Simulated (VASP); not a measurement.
# CaS (Fm-3m) in VASP: settings compared, part 2 of 2

VASP 6.6.1. The steps go on from the part before.

## (4) Single point, PBE-based global hybrid with 5 % exact exchange

Contents of POSCAR:

```
CaS
1.0
    0.0000000000      2.8430011916      2.8430011916
    2.8430011916      0.0000000000      2.8430011916
    2.8430011916      2.8430011916      0.0000000000
Ca S
1 1
Direct
    0.5000000000      0.5000000000      0.5000000000
    0.0000000000      0.0000000000      0.0000000000
```

Contents of INCAR.step1:

```
SYSTEM = CaS
ALGO = Normal
EDIFF = 1E-5
ENCUT = 400
GGA = PE
GGA_COMPAT = .False.
ISIF = 2
ISMEAR = 0
LASPH = .True.
LREAL = .False.
LWAVE = .True.
NBANDS = 15
NELM = 120
PREC = Accurate
SIGMA = 0.05
```

Contents of INCAR.step2:

```
SYSTEM = CaS
AEXX = 0.05
ALGO = Normal
EDIFF = 1E-6
ENCUT = 400
GGA = PE
GGA_COMPAT = .False.
ISIF = 2
ISMEAR = 0
ISTART = 1
LASPH = .True.
LCHARG = .True.
LELF = .True.
LHFCALC = .True.
LREAL = .False.
LVHAR = .True.
LWAVE = .False.
NBANDS = 15
NELM = 120
PREC = Accurate
PRECFOCK = Normal
SIGMA = 0.05
```

Contents of KPOINTS:

```
k-points
0
Gamma
  4 4 4
  0 0 0
```

Potentials or basis: VASP PAW PBE potentials, release 64 (Ca_sv, S).

Command:

```console
> cat potpaw_PBE.64/Ca_sv/POTCAR potpaw_PBE.64/S/POTCAR > POTCAR
> cp INCAR.step1 INCAR
> mpirun -np 1 vasp_std > vasp.out
> cp INCAR.step2 INCAR
> mpirun -np 1 vasp_std > vasp.out
```

OUTCAR:

```text
SYSTEM = CaS
   AEXX = 0.05
   EDIFF = 1E-6
   ENCUT = 400
   GGA = PE
   ISIF = 2
   ISMEAR = 0
   ISTART = 1
   LASPH = .True.
   LHFCALC = .True.
   LREAL = .False.
   NELM = 120
   PREC = Accurate
   PRECFOCK = Normal

 ion  position               nearest neighbor table
   1  0.500  0.500  0.500-   2 2.84   2 2.84   2 2.84   2 2.84   2 2.84   2 2.84
   2  0.000  0.000  0.000-   1 2.84   1 2.84   1 2.84   1 2.84   1 2.84   1 2.84

  LATTYP: Found a face centered cubic cell.
 ALAT       =     5.6860023832

  Lattice vectors:

 A1 = (   0.0000000000,   2.8430011916,   2.8430011916)
 A2 = (   2.8430011916,   0.0000000000,   2.8430011916)
 A3 = (   2.8430011916,   2.8430011916,   0.0000000000)

Analysis of symmetry for initial positions (statically):
=====================================================================
 Subroutine PRICEL returns:
 Original cell was already a primitive cell.

 Routine SETGRP: Setting up the symmetry group for a
 face centered cubic supercell.

 Subroutine GETGRP returns: Found 48 space group operations
 (whereof 48 operations were pure point group operations)
 out of a pool of 48 trial point group operations.

The static configuration has the point symmetry O_h .

Analysis of symmetry for dynamics (positions and initial velocities):
[... 168 lines left out ...]
      9       7.0919      0.00000
     10       7.1403      0.00000
     11       7.1403      0.00000
     12       7.1403      0.00000
     13       7.7498      0.00000
     14       7.7498      0.00000
[... 113 lines left out ...]
      2     -18.0079      2.00000
      3     -18.0079      2.00000
      4     -17.9798      2.00000
      5      -8.2475      2.00000
      6       0.7380      2.00000
      7       0.7380      2.00000
      8       0.9806      2.00000
      9       7.8123      0.00000
     10       7.8123      0.00000
     11       9.0021      0.00000
     12       9.4953      0.00000
     13       9.8927      0.00000
     14      12.3966      0.00000
     15      13.0962      0.00000

------------------------ aborting loop because EDIFF is reached ----------------------------------------

  FORCE on cell =-STRESS in cart. coord.  units (eV):
  Direction    XX          YY          ZZ          XY          YZ          ZX
  --------------------------------------------------------------------------------------
  -------------------------------------------------------------------------------------
  Total        0.2735675      0.2735675      0.2735675      0.0000000      0.0000000      0.0000000
  in kB        9.5370485      9.5370485      9.5370485      0.0000000      0.0000000      0.0000000
  external PRESSURE =       9.5370485 kB  Pullay stress =       0.0000000 kB

 VOLUME and BASIS-vectors are now :
 -----------------------------------------------------------------------------
  energy-cutoff  :      400.00
  volume of cell :       45.96
      direct lattice vectors                 reciprocal lattice vectors
     0.000000000  2.843001192  2.843001192    -0.175870486  0.175870486  0.175870486
     2.843001192  0.000000000  2.843001192     0.175870486 -0.175870486  0.175870486
     2.843001192  2.843001192  0.000000000     0.175870486  0.175870486 -0.175870486

 POSITION                                       TOTAL-FORCE (eV/Angst)
 -----------------------------------------------------------------------------------
      2.84300      2.84300      2.84300         0.000000     -0.000000      0.000000
      0.00000      0.00000      0.00000         0.000000      0.000000      0.000000
 -----------------------------------------------------------------------------------
    total drift:                               -0.000000     -0.000000      0.000000

  FREE ENERGIE OF THE ION-ELECTRON SYSTEM (eV)
  ---------------------------------------------------
  free  energy   TOTEN  =       -10.7203331878 eV

  energy  without entropy=      -10.7203331878  energy(sigma->0) =      -10.72033319
```

OUTCAR.step1:

```text
SYSTEM = CaS
   EDIFF = 1E-5
   ENCUT = 400
   GGA = PE
   ISIF = 2
   ISMEAR = 0
[... 348 lines left out ...]
      2.84300      2.84300      2.84300         0.000000      0.000000      0.000000
      0.00000      0.00000      0.00000        -0.000000     -0.000000     -0.000000
 -----------------------------------------------------------------------------------
    total drift:                                0.000000      0.000000      0.000000

  FREE ENERGIE OF THE ION-ELECTRON SYSTEM (eV)
  ---------------------------------------------------
  free  energy   TOTEN  =       -10.3510970798 eV

  energy  without entropy=      -10.3510970798  energy(sigma->0) =      -10.35109708
```

Wall time 2.7 min (1 thread of AMD EPYC 7R43 (Zen 3), shared host); peak memory 0.13 GiB.

Results:

| Quantity | Value |
| --- | --- |
| Free energy | -10.7203 eV |
| Pressure | 1.0 GPa |
| Band gap on the k mesh | 2.69 eV (least direct gap 3.52 eV) |

Levels at points of the mesh, in eV from the valence-band top:
```tsv
k point	band 5	band 6	band 7	band 8	band 9	band 10	band 11	band 12
(0.00, 0.00, 0.00)	-11.59	0.00	0.00	0.00	4.52	4.57	4.57	4.57
(0.50, 0.00, 0.00)	-10.75	-3.18	-1.19	-1.19	5.56	6.54	6.69	6.69
(0.50, 0.50, 0.00)	-10.94	-2.35	-0.83	-0.83	2.69	6.06	6.40	7.28
```

Caveat: the k points lie up to 0.48 Å⁻¹ apart; the PAW data sets were made with another functional, which shifts forces and pressure a little. A k mesh can miss the band edges.

## (5) Single point, PBE-based screened hybrid with 10 % exact exchange

POSCAR is that of step 4.

Contents of INCAR.step1:

```
SYSTEM = CaS
  PREC = Accurate
  ENCUT = 400
  EDIFF = 1E-5
  ISMEAR = 0
  SIGMA = 0.05
  LREAL = .False.
  LASPH = .True.
  NELM = 120
  ALGO = Normal
  ISIF = 2
  LWAVE = .True.
  LCHARG = .False.
  GGA = PE
  NBANDS = 15
  GGA_COMPAT = .False.
```

Contents of INCAR.step2:

```
SYSTEM = CaS
  PREC = Accurate
  ENCUT = 400
  EDIFF = 1E-6
  ISMEAR = 0
  SIGMA = 0.05
  LREAL = .False.
  LASPH = .True.
  NELM = 120
  ALGO = Normal
  ISIF = 2
  LWAVE = .False.
  LCHARG = .False.
  GGA = PE
  LHFCALC = .True.
  AEXX = 0.1
  HFSCREEN = 0.20787
  PRECFOCK = Normal
  ISTART = 1
  NBANDS = 15
  GGA_COMPAT = .False.
```

Contents of KPOINTS:

```
regular mesh
0
Gamma
  4 4 4
  0 0 0
```

Command:

```console
> cat potpaw_PBE.64/Ca_sv/POTCAR potpaw_PBE.64/S/POTCAR > POTCAR
> cp INCAR.step1 INCAR
> mpirun -np 1 vasp_std > vasp.out
> cp INCAR.step2 INCAR
> mpirun -np 1 vasp_std > vasp.out
```

Run time: 3.4 min. Hardware: 1 thread of AMD EPYC 7R43 (Zen 3), shared host; peak memory 0.23 GiB.

The run converged. Its results:

| Quantity | Value |
| --- | --- |
| Free energy | -10.8599 eV |
| Pressure | 0.9 GPa |
| Band gap on the k mesh | 2.75 eV (least direct gap 3.60 eV) |

Levels at points of the mesh, in eV from the valence-band top:
| k point | band 5 | band 6 | band 7 | band 8 | band 9 | band 10 | band 11 | band 12 |
| --- | --- | --- | --- | --- | --- | --- | --- | --- |
| (0.00, 0.00, 0.00) | -11.82 | 0.00 | 0.00 | 0.00 | 4.58 | 4.68 | 4.68 | 4.68 |
| (0.50, 0.00, 0.00) | -10.95 | -3.23 | -1.20 | -1.20 | 5.60 | 6.71 | 6.88 | 6.88 |
| (0.50, 0.50, 0.00) | -11.15 | -2.40 | -0.85 | -0.85 | 2.75 | 6.21 | 6.47 | 7.47 |

Caveat: the k points lie up to 0.48 Å⁻¹ apart; the PAW data sets were made with another functional, which shifts forces and pressure a little.

## (6) Single point, PBE-based screened hybrid with 20 % exact exchange

POSCAR is that of step 5.

Contents of INCAR.step1:

```
ALGO     = Normal         # electronic algorithm
EDIFF    = 1E-5           # SCF threshold, eV
ENCUT    = 400            # plane-wave cutoff, eV
GGA      = PE             # functional
GGA_COMPAT= False        
ISIF     = 2              # what is computed and relaxed
ISMEAR   = 0              # smearing method
LASPH    = True           # aspherical terms in the spheres
LCHARG   = False          # write CHGCAR
LREAL    = False          # projectors in reciprocal space
LWAVE    = True           # write WAVECAR
NBANDS   = 15             # bands
NELM     = 120            # most SCF steps
PREC     = Accurate       # precision mode
SIGMA    = 0.05           # smearing width, eV
```

Contents of INCAR.step2:

```
AEXX     = 0.2            # exact-exchange fraction
ALGO     = Normal         # electronic algorithm
EDIFF    = 1E-6           # SCF threshold, eV
ENCUT    = 400            # plane-wave cutoff, eV
GGA      = PE             # functional
GGA_COMPAT= False        
HFSCREEN = 0.20787        # screening, 1/A
ISIF     = 2              # what is computed and relaxed
ISMEAR   = 0              # smearing method
ISTART   = 1            
LASPH    = True           # aspherical terms in the spheres
LCHARG   = False          # write CHGCAR
LHFCALC  = True           # exact exchange
LREAL    = False          # projectors in reciprocal space
LWAVE    = False          # write WAVECAR
NBANDS   = 15             # bands
NELM     = 120            # most SCF steps
PREC     = Accurate       # precision mode
PRECFOCK = Normal       
SIGMA    = 0.05           # smearing width, eV
```

Contents of KPOINTS:

```
k-points
0
Gamma
  4 4 4
```

Potentials or basis: VASP PAW PBE potentials, release 64 (Ca_sv, S).

Command:

```console
> cat potpaw_PBE.64/Ca_sv/POTCAR potpaw_PBE.64/S/POTCAR > POTCAR
> cp INCAR.step1 INCAR
> mpirun -np 1 vasp_std > vasp.out
> cp INCAR.step2 INCAR
> mpirun -np 1 vasp_std > vasp.out
```

Run time: 4.3 min. Hardware: 1 thread of AMD EPYC 7R43 (Zen 3), shared host; peak memory 0.22 GiB.

The run converged. Its results:

* Free energy: -11.3829 eV
* Pressure: 0.7 GPa
* Band gap on the k mesh: 3.18 eV (least direct gap 4.07 eV)

Levels at points of the mesh, in eV from the valence-band top:
| k point | band 4 | band 5 | band 6 | band 7 | band 8 | band 9 | band 10 | band 11 | band 12 | band 13 |
| --- | --- | --- | --- | --- | --- | --- | --- | --- | --- | --- |
| (0.00, 0.00, 0.00) | -21.38 | -12.29 | 0.00 | 0.00 | 0.00 | 5.00 | 5.21 | 5.21 | 5.21 | 5.86 |
| (0.50, 0.00, 0.00) | -21.39 | -11.38 | -3.35 | -1.22 | -1.22 | 5.99 | 7.35 | 7.57 | 7.57 | 9.66 |
| (0.50, 0.50, 0.00) | -21.43 | -11.59 | -2.50 | -0.89 | -0.89 | 3.18 | 6.84 | 6.91 | 8.17 | 8.25 |

Caveat: the k points lie up to 0.48 Å⁻¹ apart; the PAW data sets were made with another functional, which shifts forces and pressure a little.

## (7) Overview

| level | cutoff (eV) | grid for exact exchange (PRECFOCK) | share of exact exchange | screening parameter | gap on the mesh (eV) | pressure (GPa) |
| --- | --- | --- | --- | --- | --- | --- |
| PBE | 500 | - | - | - | 2.34 | 1.1 |
| PBE0 | 400 | Normal | 0.25 | - | 4.13 | 0.5 |
| PBE-based global hybrid with 5 % exact exchange | 400 | Normal | 0.05 | - | 2.69 | 1.0 |
| PBE-based screened hybrid with 10 % exact exchange | 400 | Normal | 0.1 | 0.20787 1/Å | 2.75 | 0.9 |
| PBE-based screened hybrid with 20 % exact exchange | 400 | Normal | 0.2 | 0.20787 1/Å | 3.18 | 0.7 |

Alike in all rows: task single point; potentials or basis VASP PAW PBE potentials, release 64 (Ca_sv, S); no spin polarisation; cell as given; k mesh 4 × 4 × 4; smearing gaussian 0.05 eV.

Caveats: all runs use coarse meshes; the PAW data sets were made with another functional, which shifts forces and pressure a little (at least some runs).

Total energies depend on the potentials used, so only differences within one code and one set of settings carry meaning.
